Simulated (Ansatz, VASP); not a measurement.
## Si2BO3 in VASP and in Ansatz

The input INCAR:

```
SYSTEM = Si2BO3
  PREC = Accurate
  ENCUT = 910
  EDIFF = 1E-7
  ISMEAR = 0
  SIGMA = 0.1
  LREAL = .False.
  LASPH = .True.
  NELM = 120
  ALGO = Normal
  ISIF = 3
  LWAVE = .False.
  LCHARG = .False.
  GGA = PE
  IBRION = 2
  NSW = 100
  EDIFFG = -0.01
  GGA_COMPAT = .False.
  NELMIN = 4
```

KPOINTS

```
regular mesh
0
Gamma
  10 10 8
  0 0 0
```

Contents of POSCAR:

```
Si2BO3
1.0
    3.8711470225      0.0000000000      0.0000000000
    0.0000000000      3.8711470225      0.0000000000
    0.0000000000      0.0000000000      4.8590256497
Si B O
2 1 3
Direct
    0.5000000000      0.0000000000      0.5757669067
    0.0000000000      0.5000000000      0.5757669067
    0.5000000000      0.5000000000      0.8856577754
    0.0000000000      0.0000000000      0.4846585912
    0.5000000000      0.0000000000      0.9171657050
    0.0000000000      0.5000000000      0.9171657050
```

Input for Ansatz:

```yaml
crystal:
  lattice:
    - [3.8711470225, 0.0, 0.0]
    - [0.0, 3.8711470225, 0.0]
    - [0.0, 0.0, 4.8590256497]
  atoms:
    - { symbol: Si, position: [0.5, 0.0, 0.5757669067] }
    - { symbol: Si, position: [0.0, 0.5, 0.5757669067] }
    - { symbol: B, position: [0.5, 0.5, 0.8856577754] }
    - { symbol: O, position: [0.0, 0.0, 0.4846585912] }
    - { symbol: O, position: [0.5, 0.0, 0.917165705] }
    - { symbol: O, position: [0.0, 0.5, 0.917165705] }
basis:
  ecutwfc: 420
kpoints:
  mp_grid: { grid: [10, 10, 8] }
hamiltonian:
  xc: pbe
scf:
  occupations: { method: gaussian, width: 0.1 }
output:
  forces: true
  stress: true
  eigenvalues: true
relax:
  adjacent_minimum: "off"
  f_tol: 0.01
  max_steps: 80
  cell: { stress_tol: 0.05 }
```

Alike in both runs: task relaxation of cell and atoms; functional PBE; k mesh 10 × 10 × 8; occupations gaussian, width 0.1 eV; no spin polarisation.

|  | VASP | Ansatz |
| --- | --- | --- |
| version | VASP 6.6.1 | Ansatz 0.2.0 |
| potentials or method | VASP PAW PBE potentials, release 64 (Si, B_h, O_h), cutoff 910 eV | scalar-relativistic, plane waves, PAW |
| valence electrons in the cell | 29 | 29 |

Ansatz gave:

```
gap on the k mesh at the Fermi level, each at its own relaxed structure (eV) : none
relaxed volume (Å³/atom)                                                     : 12.12
relaxed length of the cell vector where the two differ most in proportion (Å)              : 4.860
```

What did VASP give for the same quantities?

gap on the k mesh at the Fermi level, each at its own relaxed structure (eV): none; relaxed volume (Å³/atom): 11.86; relaxed length of the cell vector where the two differ most in proportion (Å): 4.760.

A gap of «none» marks a metal or a gap that the smearing closes.

Noted on VASP's run: the cutoff is under 1.25 times that of the potentials, so the pressure is a little rough.
